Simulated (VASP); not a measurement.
# Co2O (Pnnm) in VASP: notebook

Co2O is run at these levels: r2SCAN; tasks: single point.

All numbers are computed with VASP 6.6.1; they aren't measurements. Logs are shortened: lines on timing, memory, paths and dates and some standing lists are left out, and cuts for length are marked.

### Step 1. The cell of the first run

It takes space group Pnnm (No. 58, orthorhombic). Conventional cell: a = 4.272 Å, b = 4.529 Å, c = 2.806 Å, α = 90.00°, β = 90.00°, γ = 90.00°. Co (site symmetry m) has 3 O at 1.85 to 1.91 Å within 2.5 Å. O (site symmetry 2/m) has 6 Co at 1.85 to 1.91 Å within 2.5 Å.

### Step 2. Single point, r2SCAN

POSCAR reads:

```
Co2O
1.0
    2.8058730000      0.0000000000      0.0000000000
    0.0000000000      4.5287290000      0.0000000000
    0.0000000000      0.0000000000      4.2717900000
Co O
4 2
Direct
    0.0000000000      0.3250000000      0.2610000000
    0.5000000000      0.1750000000      0.7610000000
    0.0000000000      0.6750000000      0.7390000000
    0.5000000000      0.8250000000      0.2390000000
    0.0000000000      0.0000000000      0.0000000000
    0.5000000000      0.5000000000      0.5000000000
```

INCAR.step1 reads:

```
SYSTEM = Co2O
  ALGO = Normal
  EDIFF = 1E-4
  ENCUT = 520
  GGA = PE
  ISMEAR = -1
  LASPH = .True.
  LCHARG = .False.
  LREAL = .False.
  LWAVE = .True.
  NBANDS = 33
  NELM = 80
  PREC = Accurate
  SIGMA = 0.1
```

INCAR.step2 reads:

```
SYSTEM = Co2O
  ALGO = Normal
  EDIFF = 1E-6
  ENCUT = 520
  ISIF = 2
  ISMEAR = -1
  ISTART = 1
  LASPH = .True.
  LCHARG = .True.
  LELF = .True.
  LMIXTAU = .True.
  LREAL = .False.
  LVHAR = .True.
  LWAVE = .False.
  METAGGA = R2SCAN
  NBANDS = 33
  NELM = 80
  PREC = Accurate
  SIGMA = 0.1
```

KPOINTS reads:

```
k-points
0
Gamma
  6 4 4
  0 0 0
```

Potentials or basis: VASP PAW PBE potentials, release 64 (Co, O).

Run with:

```console
$ cat potpaw_PBE.64/Co/POTCAR potpaw_PBE.64/O/POTCAR > POTCAR
$ cp INCAR.step1 INCAR
$ mpirun -np 1 vasp_std > vasp.out
$ cp INCAR.step2 INCAR
$ mpirun -np 1 vasp_std > vasp.out
```

OUTCAR:

```text
SYSTEM = Co2O
   EDIFF = 1E-6
   ENCUT = 520
   ISIF = 2
   ISMEAR = -1
   ISTART = 1
   LASPH = .True.
   LREAL = .False.
   METAGGA = R2SCAN
   NELM = 80
   PREC = Accurate

 ion  position               nearest neighbor table
   1  0.000  0.325  0.261-   5 1.85   6 1.91   6 1.91   3 2.58   2 2.64   2 2.64   2 2.64   2 2.64
                             4 2.67   4 2.67   4 2.67   4 2.67   3 2.74
   2  0.500  0.175  0.761-   6 1.85   5 1.91   5 1.91   4 2.58   1 2.64   1 2.64   1 2.64   1 2.64
                             3 2.67   3 2.67   3 2.67   3 2.67   4 2.74
   3  0.000  0.675  0.739-   5 1.85   6 1.91   6 1.91   1 2.58   4 2.64   4 2.64   4 2.64   4 2.64
                             2 2.67   2 2.67   2 2.67   2 2.67   1 2.74
   4  0.500  0.825  0.239-   6 1.85   5 1.91   5 1.91   2 2.58   3 2.64   3 2.64   3 2.64   3 2.64
                             1 2.67   1 2.67   1 2.67   1 2.67   2 2.74
   5  0.000  0.000  0.000-   1 1.85   3 1.85   2 1.91   4 1.91   2 1.91   4 1.91
   6  0.500  0.500  0.500-   2 1.85   4 1.85   3 1.91   1 1.91   1 1.91   3 1.91

  LATTYP: Found a simple orthorhombic cell.
 ALAT       =     2.8058730000
 B/A-ratio  =     1.5224459553
 C/A-ratio  =     1.6140178119

  Lattice vectors:

 A1 = (  -2.8058730000,   0.0000000000,   0.0000000000)
 A2 = (   0.0000000000,   0.0000000000,   4.2717900000)
 A3 = (   0.0000000000,   4.5287290000,   0.0000000000)

Analysis of symmetry for initial positions (statically):
=====================================================================
 Subroutine PRICEL returns:
 Original cell was already a primitive cell.

 Routine SETGRP: Setting up the symmetry group for a
 simple orthorhombic supercell.

 Subroutine GETGRP returns: Found  8 space group operations
 (whereof  4 operations were pure point group operations)
 out of a pool of  8 trial point group operations.

The static configuration has the point symmetry C_2h.
 The point group associated with its full space group is D_2h.

Analysis of symmetry for dynamics (positions and initial velocities):
=====================================================================
 Subroutine PRICEL returns:
 Original cell was already a primitive cell.

 Routine SETGRP: Setting up the symmetry group for a
 simple orthorhombic supercell.

 Subroutine GETGRP returns: Found  8 space group operations
 (whereof  4 operations were pure point group operations)
 out of a pool of  8 trial point group operations.

The dynamic configuration has the point symmetry C_2h.
 The point group associated with its full space group is D_2h.

 Subroutine INISYM returns: Found  8 space group operations
 (whereof  4 operations are pure point group operations),
 and found     1 'primitive' translations
[... 103 lines left out ...]
   EDIFF  = 0.1E-05   stopping-criterion for ELM
   LREAL  =      F    real-space projection
   EDIFFG = 0.1E-04   stopping-criterion for IOM
   NSW    =      0    number of steps for IOM
   IBRION =     -1    ionic relax: 0-MD 1-quasi-New 2-CG
   NFREE  =      0    steps in history (QN), initial steepest desc. (CG)
   ISIF   =      2    stress and relaxation
   ISYM   =      2    0-nonsym 1-usesym 2-fastsym
   POTIM  = 0.5000    time-step for ionic-motion
   TEBEG  =    0.0;   TEEND  =   0.0 temperature during run
   PSTRESS=    0.0 pullay stress
   NELECT =      48.0000    total number of electrons
   NUPDOWN=      -1.0000    fix difference up-down
   EMIN   =  10.00;   EMAX   =-10.00  energy-range for DOS
   EFERMI =   0.00;   METHOD = LEGACY
   ISMEAR =    -1;   SIGMA  =   0.10  broadening in eV -4-tet -1-fermi 0-gaus
   EFERMI_NEDOS =   21; number of points for ismear=-14 and -15
   IALGO  =     38    algorithm
   IMIX   =      4    mixing-type and parameters
     AMIX     =   0.40;   BMIX     =  1.00
     AMIX_MAG =   1.60;   BMIX_MAG =  1.00
  volume/ion in A,a.u.               =       9.05        61.05
  Fermi-wavevector in a.u.,A,eV,Ry     =   1.571341  2.969404 33.594324  2.469113
  Thomas-Fermi vector in A             =   2.672940
   LORBIT       =      0    0 simple, 1 ext, 2 COOP (PROOUT), +10 PAW based schemes
   METAGGA = R2SCAN    functional components
   LHFCALC =     F    Hartree Fock is set to
   AEXX    =    0.0000 exact exchange contribution
   IVDW    =     0    specifies the selected vdW correction
   LEPSILON=     F    determine dielectric tensor
   LRPA    =     F    only Hartree local field effects (RPA)
 non-spin polarized calculation
  energy-cutoff  :      520.00
  volume of cell :       54.28
 maximum number of plane-waves:      1492
 NGX is ok and might be reduce to    24
   NGX = 11   NGY = 17   NGZ = 15

 number of electron      48.0000000 magnetization

 Free energy of the ion-electron system (eV)
  ---------------------------------------------------
  ext. energy  EPLUGINS =         0.00000000
  ---------------------------------------------------
  free energy    TOTEN  =       -63.68767752 eV

  energy without entropy =      -63.45728826  energy(sigma->0) =      -63.57248289

 E-fermi :  10.7833     XC(G=0): -14.3083

 val. band max:       10.7795934893   @ k =   0.3333   0.0000   0.0000
 cond. band min:      10.7946899458   @ k =   0.1667   0.0000   0.0000
 fundamental gap:      0.0150964565
 Fermi energy:        10.7833019462

 k-point     1 :       0.0000    0.0000    0.0000
  band No.  band energies     occupation
      1     -13.6946      2.00000
      2     -12.8963      2.00000
      3       0.6123      2.00000
      4       0.7002      2.00000
      5       1.6966      2.00000
      6       1.9092      2.00000
[... 853 lines left out ...]
     32      16.7657      0.00000
     33      19.0826      0.00000

 [... further k-points ...]
[... 5 lines left out ...]
  --------------------------------------------------------------------------------------
  -------------------------------------------------------------------------------------
  Total        3.2023220      7.7282835      3.9669328      0.0000000      0.0000000      0.0000000
  in kB       94.5194835    228.1074092    117.0876755      0.0000000      0.0000000      0.0000000
  external PRESSURE =     146.5715227 kB  Pullay stress =       0.0000000 kB

 VOLUME and BASIS-vectors are now :
 -----------------------------------------------------------------------------
  energy-cutoff  :      520.00
  volume of cell :       54.28
      direct lattice vectors                 reciprocal lattice vectors
     2.805873000  0.000000000  0.000000000     0.356395318  0.000000000  0.000000000
     0.000000000  4.528729000  0.000000000     0.000000000  0.220812506  0.000000000
     0.000000000  0.000000000  4.271790000     0.000000000  0.000000000  0.234093904

 POSITION                                       TOTAL-FORCE (eV/Angst)
 -----------------------------------------------------------------------------------
      0.00000      1.47184      1.11494         0.000000     -0.132749     -0.460022
      1.40294      0.79253      3.25083        -0.000000      0.132749     -0.460022
      0.00000      3.05689      3.15685         0.000000      0.132749      0.460022
      1.40294      3.73620      1.02096         0.000000     -0.132749      0.460022
      0.00000      0.00000      0.00000         0.000000      0.000000      0.000000
      1.40294      2.26436      2.13590         0.000000      0.000000      0.000000
 -----------------------------------------------------------------------------------
    total drift:                                0.000000      0.000000      0.000000

  FREE ENERGIE OF THE ION-ELECTRON SYSTEM (eV)
  ---------------------------------------------------
  free  energy   TOTEN  =       -63.6876775190 eV

  energy  without entropy=      -63.4572882646  energy(sigma->0) =      -63.57248289
```

Wall time 4.2 min (1 thread of AMD EPYC 9R14 (Zen 4), shared host); peak memory 0.17 GiB.

What came out:

* Free energy: -63.6877 eV
* Pressure: 14.7 GPa
* Largest force: 0.479 eV/Å
* Band gap on the k mesh: zero (band 24 reaches 10.96 eV, above the bottom of band 25 at 10.62 eV)

Forces on the atoms (eV/Å):
```
Co   0.000 -0.133 -0.460
Co   0.000  0.133 -0.460
Co   0.000  0.133  0.460
Co   0.000 -0.133  0.460
O    0.000  0.000  0.000
O    0.000  0.000  0.000
```

Stress tensor (GPa, compression positive):
```
 9.45  0.00  0.00
 0.00 22.81  0.00
 0.00  0.00 11.71
```

Levels at points of the mesh, in eV from the Fermi level:
```
           k point  band 21  band 22  band 23  band 24  band 25  band 26  band 27  band 28
(0.00, 0.00, 0.00)    -0.57    -0.39    -0.39    -0.32     0.16     0.38     0.46     0.46
(0.50, 0.00, 0.00)    -0.50    -0.50    -0.26    -0.26    -0.06    -0.06     0.68     0.68
(0.00, 0.50, 0.00)    -0.92    -0.92    -0.64    -0.64     0.31     0.31     0.87     0.87
(0.50, 0.50, 0.00)    -0.35    -0.35    -0.20    -0.20    -0.16    -0.16     0.52     0.52
(0.00, 0.00, 0.50)    -0.85    -0.85    -0.48    -0.48    -0.07    -0.07     0.80     0.80
(0.50, 0.00, 0.50)    -0.71    -0.71    -0.20    -0.20     0.26     0.26     1.01     1.01
(0.00, 0.50, 0.50)    -0.91    -0.91    -0.74    -0.74     0.31     0.31     0.94     0.94
(0.50, 0.50, 0.50)    -0.59    -0.59    -0.24    -0.24     0.44     0.44     0.54     0.54
```

Caveat: the k points lie up to 0.37 Å⁻¹ apart; the PAW data sets were made with another functional, which shifts forces and pressure a little; the run has no spin polarisation, though such a crystal can be magnetic. With open d or f shells a metallic result of r2SCAN can be an artefact of self-interaction; +U or a hybrid may open a gap.

### Step 3. Single point, r2SCAN

POSCAR is that of step 2.

INCAR.step1 reads:

```
PREC = Accurate ; ENCUT = 520
ISMEAR = -1 ; SIGMA = 0.1
LREAL = False ; LASPH = True
NELM = 100 ; NBANDS = 33
GGA = PE ; ALGO = Normal
EDIFF = 1E-4 ; LWAVE = True
LCHARG = False
```

INCAR.step2 reads:

```
PREC = Accurate ; ENCUT = 520
EDIFF = 1E-6 ; ISMEAR = -1
SIGMA = 0.1 ; LREAL = False
LASPH = True ; NELM = 100
ALGO = Normal ; ISIF = 2
LWAVE = False ; LCHARG = False
METAGGA = R2SCAN ; LMIXTAU = True
NBANDS = 33 ; ISTART = 1
```

KPOINTS reads:

```
Automatic mesh
0
Gamma
  6 4 4
  0.5 0.5 0.5
```

Potentials or basis: VASP PAW PBE potentials, release 64 (Co, O).

Run with:

```console
$ cat potpaw_PBE.64/Co/POTCAR potpaw_PBE.64/O/POTCAR > POTCAR
$ cp INCAR.step1 INCAR
$ mpirun -np 1 vasp_std > vasp.out
$ cp INCAR.step2 INCAR
$ mpirun -np 1 vasp_std > vasp.out
```

OUTCAR:

```text
PREC = Accurate
   ENCUT = 520
   EDIFF = 1E-6
   ISMEAR = -1
   LREAL = False
   LASPH = True
   NELM = 100
   ISIF = 2
   METAGGA = R2SCAN
   ISTART = 1

 ion  position               nearest neighbor table
   1  0.000  0.325  0.261-   5 1.85   6 1.91   6 1.91   3 2.58   2 2.64   2 2.64   2 2.64   2 2.64
                             4 2.67   4 2.67   4 2.67   4 2.67   3 2.74
   2  0.500  0.175  0.761-   6 1.85   5 1.91   5 1.91   4 2.58   1 2.64   1 2.64   1 2.64   1 2.64
                             3 2.67   3 2.67   3 2.67   3 2.67   4 2.74
   3  0.000  0.675  0.739-   5 1.85   6 1.91   6 1.91   1 2.58   4 2.64   4 2.64   4 2.64   4 2.64
                             2 2.67   2 2.67   2 2.67   2 2.67   1 2.74
   4  0.500  0.825  0.239-   6 1.85   5 1.91   5 1.91   2 2.58   3 2.64   3 2.64   3 2.64   3 2.64
                             1 2.67   1 2.67   1 2.67   1 2.67   2 2.74
   5  0.000  0.000  0.000-   1 1.85   3 1.85   2 1.91   4 1.91   2 1.91   4 1.91
   6  0.500  0.500  0.500-   2 1.85   4 1.85   3 1.91   1 1.91   1 1.91   3 1.91

  LATTYP: Found a simple orthorhombic cell.
 ALAT       =     2.8058730000
 B/A-ratio  =     1.5224459553
 C/A-ratio  =     1.6140178119

  Lattice vectors:

 A1 = (  -2.8058730000,   0.0000000000,   0.0000000000)
[... 179 lines left out ...]
 Fermi energy:        10.7849154985

 k-point     1 :       0.0833    0.1250    0.1250
  band No.  band energies     occupation
      1     -13.5945      2.00000
      2     -12.9370      2.00000
      3       0.6922      2.00000
      4       0.8623      2.00000
      5       1.5269      2.00000
      6       1.8316      2.00000
[... 421 lines left out ...]
     32      17.8233      0.00000
     33      18.1093      0.00000

------------------------ aborting loop because EDIFF is reached ----------------------------------------

  FORCE on cell =-STRESS in cart. coord.  units (eV):
  Direction    XX          YY          ZZ          XY          YZ          ZX
  --------------------------------------------------------------------------------------
  -------------------------------------------------------------------------------------
  Total        3.1292806      7.7209896      4.0372184      0.0000000      0.0000000      0.0000000
  in kB       92.3635988    227.8921219    119.1622214      0.0000000      0.0000000      0.0000000
  external PRESSURE =     146.4726473 kB  Pullay stress =       0.0000000 kB

 VOLUME and BASIS-vectors are now :
 -----------------------------------------------------------------------------
  energy-cutoff  :      520.00
  volume of cell :       54.28
      direct lattice vectors                 reciprocal lattice vectors
     2.805873000  0.000000000  0.000000000     0.356395318  0.000000000  0.000000000
     0.000000000  4.528729000  0.000000000     0.000000000  0.220812506  0.000000000
     0.000000000  0.000000000  4.271790000     0.000000000  0.000000000  0.234093904

 POSITION                                       TOTAL-FORCE (eV/Angst)
 -----------------------------------------------------------------------------------
      0.00000      1.47184      1.11494         0.000000     -0.154812     -0.489570
      1.40294      0.79253      3.25083        -0.000000      0.154812     -0.489570
      0.00000      3.05689      3.15685         0.000000      0.154812      0.489570
      1.40294      3.73620      1.02096         0.000000     -0.154812      0.489570
      0.00000      0.00000      0.00000         0.000000      0.000000      0.000000
      1.40294      2.26436      2.13590         0.000000      0.000000      0.000000
 -----------------------------------------------------------------------------------
    total drift:                                0.000000      0.000000      0.000000

  FREE ENERGIE OF THE ION-ELECTRON SYSTEM (eV)
  ---------------------------------------------------
  free  energy   TOTEN  =       -63.6871070151 eV

  energy  without entropy=      -63.4540354573  energy(sigma->0) =      -63.57057124
```

It took 1.7 min on 1 thread of AMD EPYC 9R14 (Zen 4), shared host; peak memory 0.15 GiB.

Results:

- Free energy: -63.6871 eV
- Pressure: 14.6 GPa
- Largest force: 0.513 eV/Å
- Band gap on the k mesh: zero (band 24 reaches 10.86 eV, above the bottom of band 25 at 10.79 eV)

Forces in eV/Å, atoms in the order of the input:
```
Co   0.000 -0.155 -0.490
Co   0.000  0.155 -0.490
Co   0.000  0.155  0.490
Co   0.000 -0.155  0.490
O    0.000  0.000  0.000
O    0.000  0.000  0.000
```

Stress tensor (GPa, compression positive):
```
 9.24  0.00  0.00
 0.00 22.79  0.00
 0.00  0.00 11.92
```

Caveat: the k points lie up to 0.37 Å⁻¹ apart; the PAW data sets were made with another functional, which shifts forces and pressure a little; the run has no spin polarisation, though such a crystal can be magnetic. Spin polarisation is off, so any magnetic state and its effect on volume and gap are missing.

### Step 4. Single point, r2SCAN

POSCAR is that of step 3.

INCAR.step1 reads:

```
PREC = Accurate ; ENCUT = 520
ISMEAR = -1 ; SIGMA = 0.1
LREAL = F ; LASPH = T
NELM = 100 ; NBANDS = 33
ISYM = 0 ; GGA = PE
ALGO = Normal ; EDIFF = 1E-4
LWAVE = T ; LCHARG = F
```

INCAR.step2 reads:

```
PREC = Accurate ; ENCUT = 520
EDIFF = 1E-7 ; ISMEAR = -1
SIGMA = 0.1 ; LREAL = F
LASPH = T ; NELM = 100
ALGO = Normal ; ISIF = 2
LWAVE = F ; LCHARG = F
METAGGA = R2SCAN ; LMIXTAU = T
NBANDS = 33 ; ISYM = 0
ISTART = 1
```

KPOINTS reads:

```
regular mesh
0
Gamma
  6 4 4
```

Run with:

```console
$ cat potpaw_PBE.64/Co/POTCAR potpaw_PBE.64/O/POTCAR > POTCAR
$ cp INCAR.step1 INCAR
$ mpirun -np 1 vasp_std > vasp.out
$ cp INCAR.step2 INCAR
$ mpirun -np 1 vasp_std > vasp.out
```

It took 7 min on 1 thread of AMD EPYC 9R14 (Zen 4), shared host; peak memory 0.18 GiB.

It converged, with:

* Free energy: -63.6877 eV
* Pressure: 14.7 GPa
* Largest force: 0.479 eV/Å
* Band gap on the k mesh: zero (band 24 reaches 10.96 eV, above the bottom of band 25 at 10.62 eV)

Forces on the atoms (eV/Å):
```
Co   0.000 -0.133 -0.460
Co   0.000  0.133 -0.460
Co   0.000  0.133  0.460
Co   0.000 -0.133  0.460
O    0.000  0.000  0.000
O    0.000  0.000  0.000
```

Stress tensor (GPa, compression positive):
```
 9.47  0.00  0.00
 0.00 22.83  0.00
 0.00  0.00 11.73
```

Levels at points of the mesh, in eV from the Fermi level:
```tsv
k point	band 20	band 21	band 22	band 23	band 24	band 25	band 26	band 27	band 28	band 29
(0.00, 0.00, 0.00)	-0.82	-0.57	-0.39	-0.39	-0.32	0.16	0.38	0.46	0.46	0.89
(0.50, 0.00, 0.00)	-1.09	-0.50	-0.50	-0.26	-0.26	-0.06	-0.06	0.68	0.68	4.20
(0.00, 0.50, 0.00)	-1.44	-0.92	-0.92	-0.64	-0.64	0.31	0.31	0.87	0.87	1.85
(0.50, 0.50, 0.00)	-0.64	-0.35	-0.35	-0.20	-0.20	-0.16	-0.16	0.52	0.52	3.90
(0.00, 0.00, 0.50)	-1.18	-0.85	-0.85	-0.48	-0.48	-0.07	-0.07	0.80	0.80	1.78
(0.50, 0.00, 0.50)	-0.92	-0.71	-0.71	-0.20	-0.20	0.26	0.26	1.01	1.01	3.50
(0.00, 0.50, 0.50)	-1.06	-0.91	-0.91	-0.74	-0.74	0.31	0.31	0.94	0.94	3.31
(0.50, 0.50, 0.50)	-0.95	-0.59	-0.59	-0.24	-0.24	0.44	0.44	0.54	0.54	4.22
```

Caveat: the k points lie up to 0.37 Å⁻¹ apart; the PAW data sets were made with another functional, which shifts forces and pressure a little; the run has no spin polarisation, though such a crystal can be magnetic.
